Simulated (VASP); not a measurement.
Runs of VASP 6.6.1 on TaSi3. The structure is that of space group Pm-3m (No. 221), or close to it. The cells are those of the table. 

```tsv
task	cell	k mesh	cutoff (eV)	k mesh for the DOS	occupations for the DOS	gap on the mesh (eV)	pressure (GPa)	relaxed volume (Å³/atom)
single point	a = 3.902 Å, 4 atoms	4 × 4 × 4	500	-	-	none	134.1	-
single point	a = 4.909 Å, 4 atoms	10 × 10 × 10	500	-	-	none	0.0	-
relaxation of cell and atoms	relaxed from a = 3.902 Å, 4 atoms	4 × 4 × 4	600	-	-	none	0.0	29.48
relaxation of cell and atoms	relaxed from a = 4.900 Å, 4 atoms	10 × 10 × 10	500	-	-	none	0.0	29.59
single point	a = 4.900 Å, 4 atoms	4 × 4 × 4	520	-	-	none	(a)	-
```

Alike in all rows: level PBE; potentials or basis VASP PAW PBE potentials, release 64 (Ta_pv, Si); no spin polarisation; smearing gaussian 0.1 eV.

Task: Estimate the missing entries.

Result: (a) 0.1.

Caveats: some runs use coarse meshes; spin-orbit coupling is left out, which moves the levels of the heavy elements; the volume moved by over 15 % at a fixed basis, so the end points are rough (some runs).

A k mesh can miss the band edges, and the runs leave out spin-orbit coupling on Ta.

A gap of «none» marks levels without a gap at the run's occupations.
